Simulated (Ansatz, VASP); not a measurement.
**GaAs in VASP and in Ansatz**

The input INCAR:

```
SYSTEM = GaAs
  ALGO = Normal
  EDIFF = 1E-8
  ENCUT = 520
  GGA = PE
  ISIF = 2
  ISMEAR = -1
  LASPH = .TRUE.
  LCHARG = .FALSE.
  LEFG = .TRUE.
  LREAL = .FALSE.
  LWAVE = .FALSE.
  NBANDS = 16
  NELM = 80
  PREC = Accurate
  SIGMA = 0.05
```

Contents of KPOINTS:

```
k-points
0
G
  11 11 11
  0 0 0
```

Contents of POSCAR:

```
GaAs
1.0
    0.0000000000      2.8455714065      2.8455714065
    2.8455714065      0.0000000000      2.8455714065
    2.8455714065      2.8455714065      0.0000000000
Ga As
1 1
Direct
    0.0000000000      0.0000000000      0.0000000000
    0.7500000000      0.7500000000      0.7500000000
```

Input for Ansatz:

```yaml
crystal:
  lattice:
    - [0.0, 2.8455714065, 2.8455714065]
    - [2.8455714065, 0.0, 2.8455714065]
    - [2.8455714065, 2.8455714065, 0.0]
  atoms:
    - { symbol: Ga, position: [0.0, 0.0, 0.0] }
    - { symbol: As, position: [0.75, 0.75, 0.75] }
kpoints:
  mp_grid: { grid: [11, 11, 11] }
scf:
  occupations: { method: fermi_dirac, width: 0.05 }
hamiltonian:
  xc: pbe
  pseudopotentials: { kind: paw }
output:
  forces: true
  stress: true
  eigenvalues: true
  efg: { contact_densities: true }
  write_density: true
  write_potential: true
  elf: true
  volumetric_format: npy
```

Change from the starting cell: volume scaled by 1.02, PAW files.

Alike in both runs: task electric field gradients; functional PBE; k mesh 11 × 11 × 11; occupations fermi-dirac, width 0.05 eV; no spin polarisation.

|  | VASP | Ansatz |
| --- | --- | --- |
| version | VASP 6.6.1 | Ansatz 0.2.0 |
| potentials or method | VASP PAW PBE potentials, release 64 (Ga_d, As) | PAW with Ansatz's default frozen-core files, scalar-relativistic |
| plane-wave cutoff (eV) | 520 | 420 |
| valence electrons in the cell | 18 | 28 |

```csv
,VASP,Ansatz,Ansatz less VASP
pressure (GPa),2.0,1.9,-0.18
```

VASP's potentials hold 18 valence electrons a cell and Ansatz's 28, so a difference there can come from the potentials and not from the codes.
